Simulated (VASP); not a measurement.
Set up this calculation in VASP 6.6.1, as the native input.

```yaml
Task: relaxation of cell and atoms
Functional: PBE
Potentials_or_basis: VASP PAW PBE potentials, release 64 (Mg, Re)
Cutoff: 600 eV
k_mesh: 16 × 16 × 16
Occupations: gaussian, width 0.1 eV
Spin: no spin polarisation
Dipole_correction: no
Further_INCAR_settings: ALGO = Normal; EDIFF = 1e-06; IBRION = 2; EDIFFG = -0.01; NSW = 100; ISIF = 3
```

The structure of MgRe lies in POSCAR:

```
MgRe
1.0
    0.0000000000      2.9884881038      2.9884881038
    2.9884881038      0.0000000000      2.9884881038
    2.9884881038      2.9884881038      0.0000000000
Mg Re
1 1
Direct
    0.0000000000      0.0000000000      0.0000000000
    0.2500000000      0.2500000000      0.2500000000
```

The input as run:

INCAR

```
SYSTEM = MgRe
PREC     = Accurate       ! precision mode
ENCUT    = 600            ! plane-wave cutoff, eV
EDIFF    = 1E-6           ! SCF threshold, eV
ISMEAR   = 0              ! smearing method
SIGMA    = 0.1            ! smearing width, eV
LREAL    = .FALSE.        ! projectors in reciprocal space
LASPH    = .TRUE.         ! aspherical terms in the spheres
NELM     = 80             ! most SCF steps
ALGO     = Normal         ! electronic algorithm
ISIF     = 3              ! what is computed and relaxed
LWAVE    = .FALSE.        ! write WAVECAR
LCHARG   = .FALSE.        ! write CHGCAR
GGA      = PE             ! functional
IBRION   = 2              ! ionic algorithm
NSW      = 100            ! ionic steps
EDIFFG   = -0.01          ! ionic threshold
```

KPOINTS

```
regular mesh
0
G
  16 16 16
  0 0 0
```

Potentials or basis: VASP PAW PBE potentials, release 64 (Mg, Re).

Run with:

```bash
$ cat potpaw_PBE.64/Mg/POTCAR potpaw_PBE.64/Re/POTCAR > POTCAR
$ mpirun -np 1 vasp_std > vasp.out
```

Results of the run:

```json
{"Pressure after relaxing": "0.0 GPa", "Band gap on the k mesh": "zero (an odd number of electrons rules out a gap without spin polarisation)"}
```

Caveat: the relaxation stopped at its first step, so nothing moved; spin-orbit coupling is left out, which moves the levels of the heavy elements.

It took 38 s on 1 thread of Intel(R) Xeon(R) 6975P-C (Granite Rapids) (shared host), peak memory 0.28 GiB.
